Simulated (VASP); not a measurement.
Wanted: the native input for a VASP 6.6.1 run.

```yaml
Task: relaxation of cell and atoms
Functional: r2SCAN
Dispersion: D3(BJ)
Potentials_or_basis: VASP PAW PBE potentials, release 64 (C)
Cutoff: 600 eV
k_mesh: 21 × 21 × 6
Occupations: fermi-dirac, width 0.15 eV
Spin: no spin polarisation
Dipole_correction: no
Further_INCAR_settings: ALGO = Normal; EDIFF = 1e-06; IBRION = 2; EDIFFG = -0.001; NSW = 80; ISIF = 3
```

Crystal: C.

```
C
1.0
     2.45545    0.00000    0.00000
    -1.22773    2.12648    0.00000
     0.00000    0.00000    6.73040
C
4
Direct
  0.00000 0.00000 0.25000
  0.00000 0.00000 0.75000
  0.33333 0.66667 0.25000
  0.66667 0.33333 0.75000
```

One way to write it, as run:

POSCAR

```
C
1.0
    2.4554526557      0.0000000000      0.0000000000
   -1.2277263278      2.1264843776      0.0000000000
    0.0000000000      0.0000000000      6.7304039101
C
4
Direct
    0.0000000000      0.0000000000      0.2500000000
    0.0000000000      0.0000000000      0.7500000000
    0.3333333333      0.6666666667      0.2500000000
    0.6666666667      0.3333333333      0.7500000000
```

INCAR.step1

```
SYSTEM = C
PREC = Accurate ; ENCUT = 600
ISMEAR = -1 ; SIGMA = 0.15
LREAL = .FALSE. ; LASPH = .TRUE.
NELM = 80 ; GGA = PE
ALGO = Normal ; EDIFF = 1E-4
LWAVE = .TRUE. ; LCHARG = .FALSE.
```

INCAR.step2

```
SYSTEM = C
PREC = Accurate ; ENCUT = 600
EDIFF = 1E-6 ; ISMEAR = -1
SIGMA = 0.15 ; LREAL = .FALSE.
LASPH = .TRUE. ; NELM = 80
ALGO = Normal ; ISIF = 3
LWAVE = .FALSE. ; LCHARG = .FALSE.
METAGGA = R2SCAN ; LMIXTAU = .TRUE.
IVDW = 12 ; VDW_S6 = 1.0
VDW_S8 = 0.78981345 ; VDW_A1 = 0.49484001
VDW_A2 = 5.73083694 ; IBRION = 2
NSW = 80 ; EDIFFG = -0.001
ISTART = 1
```

KPOINTS

```
regular mesh
0
G
  21 21 6
  0 0 0
```

Potentials or basis: VASP PAW PBE potentials, release 64 (C).

Launch:

```sh
$ cat potpaw_PBE.64/C/POTCAR > POTCAR
$ cp INCAR.step1 INCAR
$ mpirun -np 1 vasp_std > vasp.out
$ cp INCAR.step2 INCAR
$ mpirun -np 1 vasp_std > vasp.out
```

It gave:

```
Relaxed volume                        : 8.70 Å³/atom
Relaxed cell                          : a = 2.456 Å, b = 2.456 Å, c = 6.657 Å, α = 90.00°, β = 90.00°, γ = 120.00°
Space group after relaxing (to 0.1 Å) : P6_3/mmc (No. 194)
Energy gained by relaxing             : 0.1 meV/atom
Ionic steps                           : 12
Pressure after relaxing               : 0.0 GPa
Band gap on the k mesh                : zero (bands 8 and 9 overlap by 0.03 eV)
Dispersion energy per atom            : -0.077 eV
```

Caveat: the PAW data sets were made with another functional, which shifts forces and pressure a little.

It took 19 min on 1 thread of Intel(R) Xeon(R) 6975P-C (Granite Rapids), with other jobs on the host, peak memory 0.23 GiB.
